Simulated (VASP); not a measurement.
# Mo8AsS15 (a cell with a defect) in VASP: electric field gradients with r2SCAN

Aim: the electric field gradients of Mo8AsS15 (a cell with a defect) with r2SCAN.

All numbers are computed with VASP 6.6.1; they aren't measurements. Logs are shortened: lines on timing, memory, paths and dates and some standing lists are left out, and cuts for length are marked.

**1. The cell of the first run**

The cell holds a defect, 24 atoms: a = 6.338 Å, b = 6.338 Å, c = 12.324 Å, α = 90.00°, β = 90.00°, γ = 120.00°.

**2. Electric field gradients, r2SCAN**

The input, POSCAR:

```
Mo8AsS15
1.0
    6.3380000000      0.0000000000      0.0000000000
   -3.1690000000      5.4888690092      0.0000000000
    0.0000000000      0.0000000000     12.3240000000
Mo As S
8 1 15
Direct
    0.1666666667      0.3333333333      0.2502072972
    0.1668178262      0.8334089131      0.2497895837
    0.6665910869      0.3331821738      0.2497895837
    0.6665910869      0.8334089131      0.2497895837
    0.3341405563      0.1658594437      0.7519797648
    0.3341405563      0.6682811125      0.7519797648
    0.8317188875      0.1658594437      0.7519797648
    0.8333333333      0.6666666667      0.7507300990
    0.1666666667      0.3333333333      0.6086949301
    0.1673959290      0.8336979645      0.6246328826
    0.6663020355      0.3326040710      0.6246328826
    0.6663020355      0.8336979645      0.6246328826
    0.3331708099      0.1668291901      0.1229529487
    0.3331708099      0.6663416197      0.1229529487
    0.8336583803      0.1668291901      0.1229529487
    0.8333333333      0.6666666667      0.1230237028
    0.1666666667      0.3333333333      0.8760273681
    0.1639120045      0.8319560022      0.8782504376
    0.6680439978      0.3360879955      0.8782504376
    0.6680439978      0.8319560022      0.8782504376
    0.3334156905      0.1665843095      0.3771950302
    0.3334156905      0.6668313810      0.3771950302
    0.8331686190      0.1665843095      0.3771950302
    0.8333333333      0.6666666667      0.3769146603
```

The input, INCAR.step1:

```
PREC = Accurate
ENCUT = 520
ISMEAR = -1
SIGMA = 0.01
LREAL = Auto
LASPH = True
NELM = 100
NELECT = 208.0
NBANDS = 122
GGA = PE
ALGO = Normal
EDIFF = 1E-4
LWAVE = True
LCHARG = False
```

The input, INCAR.step2:

```
PREC = Accurate
ENCUT = 520
EDIFF = 1E-8
ISMEAR = -1
SIGMA = 0.01
LREAL = Auto
LASPH = True
NELM = 100
ALGO = Normal
ISIF = 2
LWAVE = False
LCHARG = False
METAGGA = R2SCAN
LMIXTAU = True
LEFG = True
NELECT = 208.0
NBANDS = 122
ISTART = 1
```

The input, KPOINTS:

```
regular mesh
0
Gamma
  4 4 2
```

Potentials or basis: VASP PAW PBE potentials, release 64 (Mo_sv, As, S).

The run is started by

```bash
cat potpaw_PBE.64/Mo_sv/POTCAR potpaw_PBE.64/As/POTCAR potpaw_PBE.64/S/POTCAR > POTCAR
cp INCAR.step1 INCAR
mpirun -np 1 vasp_std > vasp.out
cp INCAR.step2 INCAR
mpirun -np 1 vasp_std > vasp.out
```

OUTCAR:

```text
PREC = Accurate
   ENCUT = 520
   EDIFF = 1E-8
   ISMEAR = -1
   LREAL = Auto
   LASPH = True
   NELM = 100
   ISIF = 2
   METAGGA = R2SCAN
   NELECT = 208.0
   ISTART = 1

 ion  position               nearest neighbor table
   1  0.167  0.333  0.250-  21 2.41  23 2.41  22 2.41  13 2.41  15 2.41  14 2.41   3 3.17   2 3.17
                             4 3.17   4 3.17   3 3.17   2 3.17
   2  0.167  0.833  0.250-  16 2.41  13 2.41  14 2.41  24 2.41  22 2.41  21 2.41   4 3.17   3 3.17
                             1 3.17   1 3.17   4 3.17   3 3.17
   3  0.667  0.333  0.250-  16 2.41  13 2.41  15 2.41  24 2.41  23 2.41  21 2.41   2 3.17   4 3.17
                             1 3.17   1 3.17   4 3.17   2 3.17
   4  0.667  0.833  0.250-  16 2.41  14 2.41  15 2.41  24 2.41  22 2.41  23 2.41   2 3.17   3 3.17
                             1 3.17   1 3.17   2 3.17   3 3.17
   5  0.334  0.166  0.752-  17 2.39  19 2.40  18 2.40  11 2.41  10 2.41   9 2.55   7 3.15   6 3.15
                             8 3.17   8 3.17   7 3.18   6 3.18
   6  0.334  0.668  0.752-  17 2.39  20 2.40  18 2.40  12 2.41  10 2.41   9 2.55   5 3.15   7 3.15
                             8 3.17   8 3.17   5 3.18   7 3.18
   7  0.832  0.166  0.752-  17 2.39  19 2.40  20 2.40  12 2.41  11 2.41   9 2.55   5 3.15   6 3.15
                             8 3.17   8 3.17   5 3.18   6 3.18
   8  0.833  0.667  0.751-  20 2.40  18 2.40  19 2.40  12 2.40  10 2.40  11 2.40   6 3.17   7 3.17
                             5 3.17   5 3.17   6 3.17   7 3.17
   9  0.167  0.333  0.609-   5 2.55   7 2.55   6 2.55
  10  0.167  0.834  0.625-   8 2.40   5 2.41   6 2.41
  11  0.666  0.333  0.625-   8 2.40   5 2.41   7 2.41
  12  0.666  0.834  0.625-   8 2.40   6 2.41   7 2.41
  13  0.333  0.167  0.123-   3 2.41   2 2.41   1 2.41
  14  0.333  0.666  0.123-   4 2.41   2 2.41   1 2.41
[... 8 lines left out ...]
  23  0.833  0.167  0.377-   1 2.41   3 2.41   4 2.41
  24  0.833  0.667  0.377-   4 2.41   2 2.41   3 2.41

  LATTYP: Found a hexagonal cell.
 ALAT       =     6.3380000000
 C/A-ratio  =     1.9444619754

  Lattice vectors:

 A1 = (   6.3380000000,   0.0000000000,   0.0000000000)
 A2 = (  -3.1690000000,   5.4888690092,   0.0000000000)
 A3 = (   0.0000000000,   0.0000000000,  12.3240000000)

Analysis of symmetry for initial positions (statically):
=====================================================================
 Subroutine PRICEL returns:
 Original cell was already a primitive cell.

 Routine SETGRP: Setting up the symmetry group for a
 hexagonal supercell.

 Subroutine GETGRP returns: Found  6 space group operations
 (whereof  2 operations were pure point group operations)
 out of a pool of 24 trial point group operations.

The static configuration has the point symmetry C_1h.
 The point group associated with its full space group is C_3v.

Analysis of symmetry for dynamics (positions and initial velocities):
=====================================================================
 Subroutine PRICEL returns:
 Original cell was already a primitive cell.

 Routine SETGRP: Setting up the symmetry group for a
 hexagonal supercell.

 Subroutine GETGRP returns: Found  6 space group operations
 (whereof  2 operations were pure point group operations)
 out of a pool of 24 trial point group operations.

The dynamic configuration has the point symmetry C_1h.
 The point group associated with its full space group is C_3v.

 Subroutine INISYM returns: Found  6 space group operations
 (whereof  2 operations are pure point group operations),
 and found     1 'primitive' translations

----------------------------------------------------------------------------------------

                                     Primitive cell

  volume of cell :     428.7329

  direct lattice vectors                    reciprocal lattice vectors
     6.338000000  0.000000000  0.000000000     0.157778479  0.091093447  0.000000000
    -3.169000000  5.488869009  0.000000000     0.000000000  0.182186895  0.000000000
     0.000000000  0.000000000 12.324000000     0.000000000  0.000000000  0.081142486

  length of vectors
     6.338000000  6.338000000 12.324000000     0.182186895  0.182186895  0.081142486

  position of ions in fractional coordinates (direct lattice)
     0.166666667  0.333333333  0.250207297
     0.166817826  0.833408913  0.249789584
     0.666591087  0.333182174  0.249789584
     0.666591087  0.833408913  0.249789584
     0.334140556  0.165859444  0.751979765
     0.334140556  0.668281112  0.751979765
[... 16 lines left out ...]
     0.833168619  0.166584310  0.377195030
     0.833333333  0.666666667  0.376914660

  ion indices of the primitive-cell ions
   primitive index   ion index
                 1           1
                 2           2
                 3           3
[... 75 lines left out ...]
   NELM   =    100;   NELMIN=  2; NELMDL=  0     # of ELM steps
   EDIFF  = 0.1E-07   stopping-criterion for ELM
   LREAL  =      T    real-space projection
   EDIFFG = 0.1E-06   stopping-criterion for IOM
   NSW    =      0    number of steps for IOM
   IBRION =     -1    ionic relax: 0-MD 1-quasi-New 2-CG
   NFREE  =      0    steps in history (QN), initial steepest desc. (CG)
   ISIF   =      2    stress and relaxation
   ISYM   =      2    0-nonsym 1-usesym 2-fastsym
   POTIM  = 0.5000    time-step for ionic-motion
   TEBEG  =    0.0;   TEEND  =   0.0 temperature during run
   PSTRESS=    0.0 pullay stress
   NELECT =     208.0000    total number of electrons
   NUPDOWN=      -1.0000    fix difference up-down
   EMIN   =  10.00;   EMAX   =-10.00  energy-range for DOS
   EFERMI =   0.00;   METHOD = LEGACY
   ISMEAR =    -1;   SIGMA  =   0.01  broadening in eV -4-tet -1-fermi 0-gaus
   EFERMI_NEDOS =   21; number of points for ismear=-14 and -15
   IALGO  =     38    algorithm
   IMIX   =      4    mixing-type and parameters
     AMIX     =   0.40;   BMIX     =  1.00
     AMIX_MAG =   1.60;   BMIX_MAG =  1.00
  volume/ion in A,a.u.               =      17.86       120.55
  Fermi-wavevector in a.u.,A,eV,Ry     =   1.286373  2.430893 22.514325  1.654756
  Thomas-Fermi vector in A             =   2.418452
   LORBIT       =      0    0 simple, 1 ext, 2 COOP (PROOUT), +10 PAW based schemes
   METAGGA = R2SCAN    functional components
   LHFCALC =     F    Hartree Fock is set to
   AEXX    =    0.0000 exact exchange contribution
   IVDW    =     0    specifies the selected vdW correction
   LEPSILON=     F    determine dielectric tensor
   LRPA    =     F    only Hartree local field effects (RPA)
 non-spin polarized calculation
  energy-cutoff  :      520.00
  volume of cell :      428.73
 maximum number of plane-waves:     11595
 NGX is ok and might be reduce to    48
   NGX = 23   NGY = 23   NGZ = 45

 number of electron     207.9999993 magnetization

 Free energy of the ion-electron system (eV)
  ---------------------------------------------------
  ext. energy  EPLUGINS =         0.00000000
  ---------------------------------------------------
  free energy    TOTEN  =      -357.60636629 eV

  energy without entropy =     -357.60636629  energy(sigma->0) =     -357.60636629

 E-fermi :   7.9234     XC(G=0): -11.5738

 val. band max:        7.6749958841   @ k =   0.0000   0.0000   0.0000
 cond. band min:       8.2476157872   @ k =   0.2500   0.2500   0.0000
 fundamental gap:      0.5726199031
 Fermi energy:         7.9234158231

 k-point     1 :       0.0000    0.0000    0.0000
  band No.  band energies     occupation
      1     -56.5267      2.00000
      2     -56.4839      2.00000
      3     -56.4839      2.00000
      4     -56.4794      2.00000
      5     -55.5472      2.00000
      6     -55.3070      2.00000
[... 941 lines left out ...]
    115       9.3586      0.00000
    116       9.5466      0.00000
 [bands above 116 left out]

------------------------ aborting loop because EDIFF is reached ----------------------------------------

  FORCE on cell =-STRESS in cart. coord.  units (eV):
  Direction    XX          YY          ZZ          XY          YZ          ZX
  --------------------------------------------------------------------------------------
  -------------------------------------------------------------------------------------
  Total       17.8842966     17.8842966     13.8178180      0.0000000      0.0000000     -0.0000000
  in kB       66.8337233     66.8337233     51.6372684      0.0000000      0.0000000     -0.0000000
  external PRESSURE =      61.7682383 kB  Pullay stress =       0.0000000 kB

 VOLUME and BASIS-vectors are now :
 -----------------------------------------------------------------------------
  energy-cutoff  :      520.00
  volume of cell :      428.73
      direct lattice vectors                 reciprocal lattice vectors
     6.338000000  0.000000000  0.000000000     0.157778479  0.091093447  0.000000000
    -3.169000000  5.488869009  0.000000000     0.000000000  0.182186895  0.000000000
     0.000000000  0.000000000 12.324000000     0.000000000  0.000000000  0.081142486

 POSITION                                       TOTAL-FORCE (eV/Angst)
 -----------------------------------------------------------------------------------
      0.00000      1.82962      3.08355        -0.000000     -0.000000      0.001570
     -1.58378      4.57447      3.07841         0.002639      0.001524     -0.002176
      3.16900      1.82879      3.07841        -0.000000     -0.003047     -0.002176
      1.58378      4.57447      3.07841        -0.002639      0.001524     -0.002176
      1.59217      0.91038      9.26740        -0.030048      0.017348     -0.065529
      0.00000      3.66811      9.26740        -0.000000     -0.034697     -0.065529
[... 16 lines left out ...]
      4.75272      0.91436      4.64855        -0.015357     -0.008866     -0.198078
      3.16900      3.65925      4.64510        -0.000000     -0.000000     -0.172897
 -----------------------------------------------------------------------------------
    total drift:                                0.000002     -0.000000      0.004215

  FREE ENERGIE OF THE ION-ELECTRON SYSTEM (eV)
  ---------------------------------------------------
  free  energy   TOTEN  =      -357.6063662927 eV

  energy  without entropy=     -357.6063662927  energy(sigma->0) =     -357.60636629

 Electric field gradients (V/A^2)
---------------------------------------------------------------------
 ion       V_xx      V_yy      V_zz      V_xy      V_xz      V_yz
---------------------------------------------------------------------
   1      40.981    40.980   -81.962    -0.001     0.000    -0.000
   2      39.738    39.886   -79.624    -0.130    -1.699    -0.981
   3      39.961    39.662   -79.624    -0.001     0.000     1.961
   4      39.738    39.886   -79.624     0.128     1.699    -0.981
   5      37.737    37.192   -74.929    -0.472   -10.752     6.208
   6      36.921    38.008   -74.929    -0.001    -0.000   -12.415
[... 16 lines left out ...]
  23      25.030    24.030   -49.060     0.867     3.290     1.900
  24      26.815    26.816   -53.631     0.000    -0.000     0.000
---------------------------------------------------------------------

 Electric field gradients after diagonalization (V/A^2)
 (convention: |V_zz| > |V_xx| > |V_yy|)
----------------------------------------------------------------------
 ion       V_xx      V_yy      V_zz     asymmetry (V_yy - V_xx)/ V_zz
----------------------------------------------------------------------
   1      40.982    40.980   -81.962       0.000
   2      39.961    39.695   -79.656       0.003
   3      39.961    39.695   -79.656       0.003
   4      39.960    39.696   -79.656       0.003
   5      39.358    36.920   -76.278       0.032
   6      39.357    36.921   -76.278       0.032
[... 16 lines left out ...]
  23      25.724    23.529   -49.253       0.045
  24      26.816    26.815   -53.631       0.000
----------------------------------------------------------------------

           NMR quadrupolar parameters

 Cq : quadrupolar parameter    Cq=e*Q*V_zz/h
 eta: asymmetry parameters     (V_yy - V_xx)/ V_zz
 Q  : nuclear electric quadrupole moment in mb (millibarn)
----------------------------------------------------------------------
 ion       Cq(MHz)       eta       Q (mb)
----------------------------------------------------------------------
   1      -0.198       0.000       1.000
   2      -0.193       0.003       1.000
   3      -0.193       0.003       1.000
   4      -0.193       0.003       1.000
   5      -0.184       0.032       1.000
   6      -0.184       0.032       1.000
[... 16 lines left out ...]
  23      -0.119       0.045       1.000
  24      -0.130       0.000       1.000
----------------------------------------------------------------------
```

Wall time 35 min (1 thread of Intel Xeon 6975P-C (Granite Rapids), shared host); peak memory 0.71 GiB.

Results:

```yaml
Free_energy: -357.6064 eV
Largest_force: 0.339 eV/Å
```

Forces in eV/Å, atoms in the order of the input:
```
Mo   0.000  0.000  0.002
Mo   0.003  0.002 -0.002
Mo   0.000 -0.003 -0.002
Mo  -0.003  0.002 -0.002
Mo  -0.030  0.017 -0.066
Mo   0.000 -0.035 -0.066
Mo   0.030  0.017 -0.066
Mo   0.000  0.000  0.019
As   0.000  0.000  0.339
S    0.004  0.002  0.167
S    0.000 -0.004  0.167
S   -0.004  0.002  0.167
S    0.003 -0.002  0.176
S    0.000  0.004  0.176
S   -0.003 -0.002  0.176
S    0.000  0.000  0.180
S    0.000  0.000 -0.141
S   -0.004 -0.002 -0.152
S    0.000  0.004 -0.152
S    0.004 -0.002 -0.152
S    0.015 -0.009 -0.198
S    0.000  0.018 -0.198
S   -0.015 -0.009 -0.198
S    0.000  0.000 -0.173
```

Levels at points of the mesh, in eV from the Fermi level:
```tsv
k point	band 100	band 101	band 102	band 103	band 104	band 105	band 106	band 107	band 108	band 109
(0.00, 0.00, 0.00)	-1.40	-0.98	-0.91	-0.91	-0.25	0.75	0.76	0.76	1.26	1.26
(0.50, 0.00, 0.00)	-1.56	-1.44	-1.32	-1.13	-0.85	0.57	0.58	0.66	0.69	0.80
(0.00, 0.00, 0.50)	-1.29	-0.92	-0.92	-0.82	-0.31	0.75	0.75	0.75	1.26	1.26
(0.50, 0.00, 0.50)	-1.57	-1.41	-1.30	-1.13	-0.87	0.65	0.67	0.81	0.81	0.82
```

Electric field gradients, principal values (V/Å²):
| atom | least | middle | greatest (by size) |
| --- | --- | --- | --- |
| 1 Mo | 40.980 | 40.982 | -81.962 |
| 2 Mo | 39.695 | 39.961 | -79.656 |
| 3 Mo | 39.695 | 39.961 | -79.656 |
| 4 Mo | 39.696 | 39.960 | -79.656 |
| 5 Mo | 36.920 | 39.358 | -76.278 |
| 6 Mo | 36.921 | 39.357 | -76.278 |
| 7 Mo | 36.921 | 39.357 | -76.278 |
| 8 Mo | 34.668 | 34.670 | -69.337 |
| 9 As | 61.857 | 61.857 | -123.713 |
| 10 S | 18.653 | 33.760 | -52.413 |
| 11 S | 18.653 | 33.760 | -52.413 |
| 12 S | 18.652 | 33.761 | -52.413 |
| 13 S | 26.385 | 26.784 | -53.169 |
| 14 S | 26.386 | 26.783 | -53.169 |
| 15 S | 26.386 | 26.783 | -53.169 |
| 16 S | 26.738 | 26.739 | -53.477 |
| 17 S | 25.273 | 25.275 | -50.548 |
| 18 S | 20.208 | 23.897 | -44.104 |
| 19 S | 20.208 | 23.897 | -44.104 |
| 20 S | 20.208 | 23.896 | -44.104 |
| 21 S | 23.530 | 25.723 | -49.253 |
| 22 S | 23.529 | 25.724 | -49.253 |
| 23 S | 23.529 | 25.724 | -49.253 |
| 24 S | 26.815 | 26.816 | -53.631 |

Caveat: the cell carries a net charge on a neutralising background, which shifts energy and pressure; the cell is charged against a uniform background, so pressure and absolute levels hang on convention; without QUAD_EFG the Cq values of the log hold for a quadrupole moment of 1 mb, not for the nuclei; the PAW data sets were made with another functional, which shifts forces and pressure a little.
